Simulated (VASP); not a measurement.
Crystal: SmNb.

```
Sm Nb
1.0
     2.53575   -3.34915    0.00000
     2.53575    3.34915    0.00000
     0.00000    0.00000    3.10745
Sm Nb
1 1
Direct
  0.00000 0.00000 0.50000
  0.50000 0.50000 0.50000
```

The cell was generated, and may not be a known phase.

| Item | Value |
| --- | --- |
| Program | VASP 6.6.1 |
| Task | relaxation of cell and atoms |
| Functional | PBE |
| Potentials or basis | VASP PAW PBE potentials, release 64 (Sm_3, Nb_sv), 4f in core |
| Cutoff | 500 eV |
| k mesh | 5 × 5 × 6 |
| Occupations | gaussian, width 0.2 eV |
| Spin | no spin polarisation |

At the start: pressure 4.6 GPa; volume 26.39 Å³/atom.

**Question.** Where does the relaxation end?

**Answer.** Over 7 steps the energy falls by 389.9 meV/atom and the volume is 25.46 Å³/atom (-3.5 %); space group Cmmm (No. 65, to 0.1 Å) before, P4/mmm (No. 123, to 0.1 Å).

The path:
```tsv
step	energy change (eV)	largest force (eV/Å)	pressure (GPa)	volume (Å³)
1	0.0000	0.0000	4.62	52.78
2	-0.5890	0.0000	-6.30	57.98
3	-0.5884	0.0000	-6.22	57.90
4	-0.7366	0.0000	1.31	50.41
5	-0.7616	0.0000	-1.37	52.25
6	-0.7793	0.0000	0.37	50.69
7	-0.7799	0.0000	0.08	50.92
```

Final structure:
```
CELL_PARAMETERS angstrom
2.97423 -2.96678 0.00000
2.97423 2.96678 0.00000
0.00000 0.00000 2.88529
ATOMIC_POSITIONS crystal
Sm 0.00000 0.00000 0.50000
Nb 0.50000 0.50000 0.50000
```
